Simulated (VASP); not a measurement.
# NaH (P6_3/mmc) in VASP: single point with r2SCAN+rVV10

Aim: the single point of NaH with r2SCAN+rVV10.

All numbers are computed with VASP 6.6.1; they aren't measurements. Logs are shortened: lines on timing, memory, paths and dates and some standing lists are left out, and cuts for length are marked.

## Step 1: The cell of the first run

Symmetry: P6_3/mmc, No. 194, hexagonal system. Conventional cell: a = 3.938 Å, b = 3.938 Å, c = 4.813 Å, α = 90.00°, β = 90.00°, γ = 120.00°. Within 3.0 Å of Na (site symmetry -6m2) lie 5 H at 2.27 to 2.41 Å. H (site symmetry -6m2) has 5 Na at 2.27 to 2.41 Å within 3.0 Å.

## Step 2: Single point, r2SCAN+rVV10

The input, POSCAR:

```
NaH
1.0
    3.9382871422      0.0000000000      0.0000000000
   -1.9691435711      3.4106567126      0.0000000000
    0.0000000000      0.0000000000      4.8128279887
Na H
2 2
Direct
    0.3333333333      0.6666666667      0.2500000000
    0.6666666667      0.3333333333      0.7500000000
    0.6666666667      0.3333333333      0.2500000000
    0.3333333333      0.6666666667      0.7500000000
```

The input, INCAR.step1:

```
PREC = Accurate
ENCUT = 520
ISMEAR = -1
SIGMA = 0.03
LREAL = F
LASPH = T
NELM = 60
NBANDS = 16
GGA = PE
ALGO = Normal
EDIFF = 1E-4
LWAVE = T
LCHARG = F
```

The input, INCAR.step2:

```
PREC = Accurate
ENCUT = 520
EDIFF = 1E-7
ISMEAR = -1
SIGMA = 0.03
LREAL = F
LASPH = T
NELM = 60
ALGO = Normal
ISIF = 2
LWAVE = F
LCHARG = F
METAGGA = R2SCAN
LMIXTAU = T
LUSE_VDW = T
IVDW_NL = 2
BPARAM = 11.95
CPARAM = 0.0093
NBANDS = 16
ISTART = 1
```

The input, KPOINTS:

```
regular mesh
0
Gamma
  12 12 6
```

Potentials or basis: VASP PAW PBE potentials, release 64 (Na_pv, H).

Started as:

```bash
$ cat potpaw_PBE.64/Na_pv/POTCAR potpaw_PBE.64/H/POTCAR > POTCAR
$ cp INCAR.step1 INCAR
$ mpirun -np 1 vasp_std > vasp.out
$ cp INCAR.step2 INCAR
$ mpirun -np 1 vasp_std > vasp.out
```

OUTCAR:

```text
PREC = Accurate
   ENCUT = 520
   EDIFF = 1E-7
   ISMEAR = -1
   LREAL = F
   LASPH = T
   NELM = 60
   ISIF = 2
   METAGGA = R2SCAN
   IVDW_NL = 2
   BPARAM = 11.95
   ISTART = 1

 ion  position               nearest neighbor table
   1  0.333  0.667  0.250-
   2  0.667  0.333  0.750-
   3  0.667  0.333  0.250-
   4  0.333  0.667  0.750-

  LATTYP: Found a hexagonal cell.
 ALAT       =     3.9382871422
 C/A-ratio  =     1.2220612197

  Lattice vectors:

 A1 = (   3.9382871422,   0.0000000000,   0.0000000000)
 A2 = (  -1.9691435711,   3.4106567126,   0.0000000000)
 A3 = (   0.0000000000,   0.0000000000,   4.8128279887)

Analysis of symmetry for initial positions (statically):
=====================================================================
 Subroutine PRICEL returns:
 Original cell was already a primitive cell.

 Routine SETGRP: Setting up the symmetry group for a
 hexagonal supercell.

 Subroutine GETGRP returns: Found 24 space group operations
 (whereof 12 operations were pure point group operations)
 out of a pool of 24 trial point group operations.

The static configuration has the point symmetry D_3d.
 The point group associated with its full space group is D_6h.

Analysis of symmetry for dynamics (positions and initial velocities):
=====================================================================
 Subroutine PRICEL returns:
 Original cell was already a primitive cell.

 Routine SETGRP: Setting up the symmetry group for a
 hexagonal supercell.

 Subroutine GETGRP returns: Found 24 space group operations
 (whereof 12 operations were pure point group operations)
 out of a pool of 24 trial point group operations.

The dynamic configuration has the point symmetry D_3d.
 The point group associated with its full space group is D_6h.

 Subroutine INISYM returns: Found 24 space group operations
 (whereof 12 operations are pure point group operations),
 and found     1 'primitive' translations

----------------------------------------------------------------------------------------

                                     Primitive cell

  volume of cell :      64.6466

  direct lattice vectors                    reciprocal lattice vectors
     3.938287142  0.000000000  0.000000000     0.253917494  0.146599333  0.000000000
    -1.969143571  3.410656713  0.000000000     0.000000000  0.293198666  0.000000000
     0.000000000  0.000000000  4.812827989     0.000000000  0.000000000  0.207778047

  length of vectors
     3.938287142  3.938287142  4.812827989     0.293198666  0.293198666  0.207778047

  position of ions in fractional coordinates (direct lattice)
     0.333333333  0.666666667  0.250000000
     0.666666667  0.333333333  0.750000000
     0.666666667  0.333333333  0.250000000
     0.333333333  0.666666667  0.750000000

  ion indices of the primitive-cell ions
   primitive index   ion index
                 1           1
                 2           2
                 3           3
                 4           4

----------------------------------------------------------------------------------------

 KPOINTS: regular mesh

Automatic generation of k-mesh.
 Grid dimensions read from file:
 generate k-points for:   12   12    6

 Generating k-lattice:

  Cartesian coordinates                     Fractional coordinates (reciprocal lattice)
     0.021159791  0.012216611  0.000000000     0.083333333  0.000000000  0.000000000
     0.000000000  0.024433222  0.000000000     0.000000000  0.083333333  0.000000000
     0.000000000  0.000000000  0.034629674     0.000000000  0.000000000  0.166666667

  Length of vectors
     0.024433222  0.024433222  0.034629674

  Shift w.r.t. Gamma in fractional coordinates (k-lattice)
     0.000000000  0.000000000  0.000000000

 Subroutine IBZKPT returns following result:
 ===========================================

 Found     76 irreducible k-points:

 Following reciprocal coordinates:
            Coordinates               Weight
  0.000000  0.000000  0.000000      1.000000
  0.083333 -0.000000  0.000000      6.000000
  0.166667  0.000000  0.000000      6.000000
  0.250000  0.000000  0.000000      6.000000
  0.333333 -0.000000  0.000000      6.000000
  0.416667  0.000000  0.000000      6.000000
[... 16 lines left out ...]
  0.250000  0.000000  0.166667     12.000000
  0.333333 -0.000000  0.166667     12.000000
 [... further k-points ...]
   k-points           NKPTS =     76   k-points in BZ     NKDIM =     76   number of bands    NBANDS=     16
   number of dos      NEDOS =    301   number of ions     NIONS =      4
   total plane-waves  NPLWV =  32400
   dimension x,y,z NGX =    30 NGY =   30 NGZ =   36
   dimension x,y,z NGXF=    60 NGYF=   60 NGZF=   72
   ions per type =               2   2
   NGX,Y,Z   is equivalent  to a cutoff of  12.66, 12.66, 12.44 a.u.
   NGXF,Y,Z  is equivalent  to a cutoff of  25.33, 25.33, 24.87 a.u.
 SYSTEM =  unknown system
   PREC   = accura    normal or accurate (medium, high low for compatibility)
   ISTART =      1    job   : 0-new  1-cont  2-samecut
   ICHARG =      0    charge: 1-file 2-atom 10-const
   ISPIN  =      1    spin polarized calculation?
   LNONCOLLINEAR =      F non collinear calculations
   LSORBIT =      F    spin-orbit coupling
   LASPH  =      T    aspherical Exc in radial PAW
   ENCUT  =  520.0 eV  38.22 Ry    6.18 a.u.   7.32  7.32  8.95*2*pi/ulx,y,z
   NELM   =     60;   NELMIN=  2; NELMDL=  0     # of ELM steps
   EDIFF  = 0.1E-06   stopping-criterion for ELM
   LREAL  =      F    real-space projection
   EDIFFG = 0.1E-05   stopping-criterion for IOM
   NSW    =      0    number of steps for IOM
   IBRION =     -1    ionic relax: 0-MD 1-quasi-New 2-CG
   NFREE  =      0    steps in history (QN), initial steepest desc. (CG)
   ISIF   =      2    stress and relaxation
   ISYM   =      2    0-nonsym 1-usesym 2-fastsym
   POTIM  = 0.5000    time-step for ionic-motion
   TEBEG  =    0.0;   TEEND  =   0.0 temperature during run
   PSTRESS=    0.0 pullay stress
   NELECT =      16.0000    total number of electrons
   NUPDOWN=      -1.0000    fix difference up-down
   EMIN   =  10.00;   EMAX   =-10.00  energy-range for DOS
   EFERMI =   0.00;   METHOD = LEGACY
   ISMEAR =    -1;   SIGMA  =   0.03  broadening in eV -4-tet -1-fermi 0-gaus
   EFERMI_NEDOS =   21; number of points for ismear=-14 and -15
   IALGO  =     38    algorithm
   IMIX   =      4    mixing-type and parameters
     AMIX     =   0.40;   BMIX     =  1.00
     AMIX_MAG =   1.60;   BMIX_MAG =  1.00
  volume/ion in A,a.u.               =      16.16       109.06
  Fermi-wavevector in a.u.,A,eV,Ry     =   1.027858  1.942369 14.374434  1.056491
  Thomas-Fermi vector in A             =   2.161824
   LORBIT       =      0    0 simple, 1 ext, 2 COOP (PROOUT), +10 PAW based schemes
   METAGGA = R2SCAN    functional components
   LHFCALC =     F    Hartree Fock is set to
   AEXX    =    0.0000 exact exchange contribution
   IVDW_NL    =     2    kernel type
   BPARAM     =11.9500
   IVDW    =     0    specifies the selected vdW correction
   LEPSILON=     F    determine dielectric tensor
   LRPA    =     F    only Hartree local field effects (RPA)
 non-spin polarized calculation
  energy-cutoff  :      520.00
  volume of cell :       64.65
 maximum number of plane-waves:      1770
 NGX is ok and might be reduce to    30
   NGX = 15   NGY = 15   NGZ = 17

 number of electron      16.0000017 magnetization

 Free energy of the ion-electron system (eV)
  ---------------------------------------------------
  ext. energy  EPLUGINS =         0.00000000
  ---------------------------------------------------
  free energy    TOTEN  =       -14.44070880 eV

  energy without entropy =      -14.44070880  energy(sigma->0) =      -14.44070880

 E-fermi :  -1.0353     XC(G=0):  -7.5554

 val. band max:       -1.7298483345   @ k =   0.0833   0.0833   0.0000
 cond. band min:       1.8695452700   @ k =   0.3333   0.3333   0.0000
 fundamental gap:      3.5993936045
 Fermi energy:        -1.0352570728

 k-point     1 :       0.0000    0.0000    0.0000
  band No.  band energies     occupation
      1     -24.7590      2.00000
      2     -24.7194      2.00000
      3     -24.7191      2.00000
      4     -24.6918      2.00000
      5     -24.6915      2.00000
      6     -24.6741      2.00000
[... 8 lines left out ...]
     15       9.9041      0.00000
     16      14.6019      0.00000

 k-point     2 :       0.0833   -0.0000    0.0000
  band No.  band energies     occupation
      1     -24.7576      2.00000
      2     -24.7203      2.00000
      3     -24.7200      2.00000
      4     -24.6931      2.00000
      5     -24.6915      2.00000
      6     -24.6753      2.00000
[... 8 lines left out ...]
     15      11.1044      0.00000
     16      13.3903      0.00000

 k-point     3 :       0.1667    0.0000    0.0000
  band No.  band energies     occupation
      1     -24.7535      2.00000
      2     -24.7232      2.00000
      3     -24.7221      2.00000
      4     -24.6973      2.00000
      5     -24.6911      2.00000
      6     -24.6787      2.00000
[... 8 lines left out ...]
     15      11.7782      0.00000
     16      12.6291      0.00000

 k-point     4 :       0.2500    0.0000    0.0000
  band No.  band energies     occupation
      1     -24.7472      2.00000
      2     -24.7273      2.00000
      3     -24.7247      2.00000
      4     -24.7030      2.00000
      5     -24.6906      2.00000
      6     -24.6840      2.00000
[... 8 lines left out ...]
     15      12.1541      0.00000
     16      12.1829      0.00000

 k-point     5 :       0.3333   -0.0000    0.0000
  band No.  band energies     occupation
      1     -24.7395      2.00000
      2     -24.7316      2.00000
      3     -24.7272      2.00000
      4     -24.7085      2.00000
      5     -24.6907      2.00000
      6     -24.6903      2.00000
[... 8 lines left out ...]
     15      11.3456      0.00000
     16      12.4037      0.00000

 k-point     6 :       0.4167    0.0000    0.0000
  band No.  band energies     occupation
      1     -24.7348      2.00000
      2     -24.7322      2.00000
      3     -24.7290      2.00000
      4     -24.7124      2.00000
      5     -24.6973      2.00000
      6     -24.6901      2.00000
[... 8 lines left out ...]
     15      11.0471      0.00000
     16      12.1382      0.00000
[... 267 lines left out ...]
 k-point    21 :       0.0833   -0.0000    0.1667
  band No.  band energies     occupation
      1     -24.7533      2.00000
      2     -24.7182      2.00000
      3     -24.7177      2.00000
      4     -24.6964      2.00000
      5     -24.6934      2.00000
      6     -24.6800      2.00000
[... 8 lines left out ...]
     15      11.1765      0.00000
     16      12.3809      0.00000

 k-point    22 :       0.1667    0.0000    0.1667
  band No.  band energies     occupation
      1     -24.7517      2.00000
      2     -24.7200      2.00000
      3     -24.7189      2.00000
      4     -24.7033      2.00000
      5     -24.6932      2.00000
      6     -24.6800      2.00000
[... 8 lines left out ...]
     15      11.0360      0.00000
     16      12.7488      0.00000

 k-point    23 :       0.2500    0.0000    0.1667
  band No.  band energies     occupation
      1     -24.7500      2.00000
      2     -24.7224      2.00000
      3     -24.7198      2.00000
      4     -24.7110      2.00000
      5     -24.6929      2.00000
      6     -24.6818      2.00000
[... 8 lines left out ...]
     15      11.0651      0.00000
     16      13.0839      0.00000

 k-point    24 :       0.3333   -0.0000    0.1667
  band No.  band energies     occupation
      1     -24.7491      2.00000
      2     -24.7248      2.00000
      3     -24.7219      2.00000
      4     -24.7153      2.00000
      5     -24.6928      2.00000
      6     -24.6850      2.00000
[... 8 lines left out ...]
     15      10.8657      0.00000
     16      12.0737      0.00000

 [... further k-points ...]
[... 5 lines left out ...]
  --------------------------------------------------------------------------------------
  -------------------------------------------------------------------------------------
  Total       -0.0541417     -0.0541417     -0.1117085      0.0000000      0.0000000     -0.0000000
  in kB       -1.3418282     -1.3418282     -2.7685416      0.0000000      0.0000000     -0.0000000
  external PRESSURE =      -1.8173993 kB  Pullay stress =       0.0000000 kB

 VOLUME and BASIS-vectors are now :
 -----------------------------------------------------------------------------
  energy-cutoff  :      520.00
  volume of cell :       64.65
      direct lattice vectors                 reciprocal lattice vectors
     3.938287142  0.000000000  0.000000000     0.253917494  0.146599333  0.000000000
    -1.969143571  3.410656713  0.000000000     0.000000000  0.293198666  0.000000000
     0.000000000  0.000000000  4.812827989     0.000000000  0.000000000  0.207778047

 POSITION                                       TOTAL-FORCE (eV/Angst)
 -----------------------------------------------------------------------------------
     -0.00000      2.27377      1.20321         0.000000     -0.000000      0.000000
      1.96914      1.13689      3.60962        -0.000000      0.000000      0.000000
      1.96914      1.13689      1.20321         0.000000      0.000000      0.000000
     -0.00000      2.27377      3.60962         0.000000     -0.000000      0.000000
 -----------------------------------------------------------------------------------
    total drift:                               -0.000000      0.000000     -0.000000

  FREE ENERGIE OF THE ION-ELECTRON SYSTEM (eV)
  ---------------------------------------------------
  free  energy   TOTEN  =       -14.4407088048 eV

  energy  without entropy=      -14.4407088048  energy(sigma->0) =      -14.44070880
```

It took 3.5 min on 1 thread of Intel Xeon Platinum 8488C (Sapphire Rapids), shared host; peak memory 0.34 GiB.

Results:

| Item | Value |
| --- | --- |
| Free energy | -14.4407 eV |
| Pressure | -0.2 GPa |
| Band gap on the k mesh | 3.60 eV, indirect (least direct gap 4.38 eV) |

Caveat: the PAW data sets were made with another functional, which shifts forces and pressure a little. r2SCAN opens gaps a little over a GGA but as a rule still falls short of measured ones.
